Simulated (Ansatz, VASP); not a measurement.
## TiO2 in VASP and in Ansatz

```
Ti O
1.0
     4.20678    0.00000    0.00000
     0.00000    4.20678    0.00000
     0.00000    0.00000    3.50075
Ti O
2 4
Direct
  0.00000 0.00000 0.00000
  0.50000 0.50000 0.50000
  0.30444 0.30444 0.00000
  0.19556 0.80444 0.50000
  0.69556 0.69556 0.00000
  0.80444 0.19556 0.50000
```

Alike in both runs: task single point; functional PBEsol; k mesh 8 × 8 × 10; occupations gaussian, width 0.05 eV; no spin polarisation.

|  | VASP | Ansatz |
| --- | --- | --- |
| version | VASP 6.6.1 | Ansatz 0.2.0 |
| potentials or method | VASP PAW PBE potentials, release 64 (Ti_sv, O), cutoff 520 eV | scalar-relativistic, plane waves, PAW |
| valence electrons in the cell | 48 | 48 |

```tsv
	VASP	Ansatz	Ansatz less VASP
gap on the k mesh at the Fermi level (eV)	1.65	1.67	+0.023
least direct gap on the mesh (eV)	1.65	1.67	+0.028
pressure (GPa)	0.4	-0.2	-0.65
traceless stress, the component that is largest in VASP (GPa)	-35.59	-35.38	+0.207
rms of the force components (eV/Å)	0.340	0.312	-0.0282
```

VASP's potentials were made for PBE, not for PBEsol. Atom by atom the forces differ by 0.028 eV/Å (rms over components). The functional is the same, so the differences come from potentials, cutoffs and numerics.
